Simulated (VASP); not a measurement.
Input of a VASP 6.6.1 run:

Contents of INCAR:

```
ALGO = Normal
EDIFF = 1E-6
ENCUT = 520
GGA = PE
ISIF = 2
ISMEAR = 1
ISPIN = 2
LASPH = True
LCHARG = False
LMAXMIX = 4
LORBIT = 11
LREAL = False
LWAVE = False
MAGMOM = 1.5
NBANDS = 16
NELM = 150
PREC = Accurate
SIGMA = 0.15
```

Contents of KPOINTS:

```
k-points
0
Gamma
  15 15 15
```

File POSCAR:

```
V
1.0
    0.0000000000      1.8950000000      1.8950000000
    1.8950000000      0.0000000000      1.8950000000
    1.8950000000      1.8950000000      0.0000000000
V
1
Direct
    0.0000000000      0.0000000000      0.0000000000
```

Potentials or basis: VASP PAW PBE potentials, release 64 (V_sv).

Launch:

```sh
$ cat potpaw_PBE.64/V_sv/POTCAR > POTCAR
$ mpirun -np 1 vasp_std > vasp.out
```

Question: Estimate the net moment.

Answer: 0.00 μB per cell.

Question: What does it give for the pressure?

Answer: 3.9 GPa.

Caveat: the cell stands under pressure.
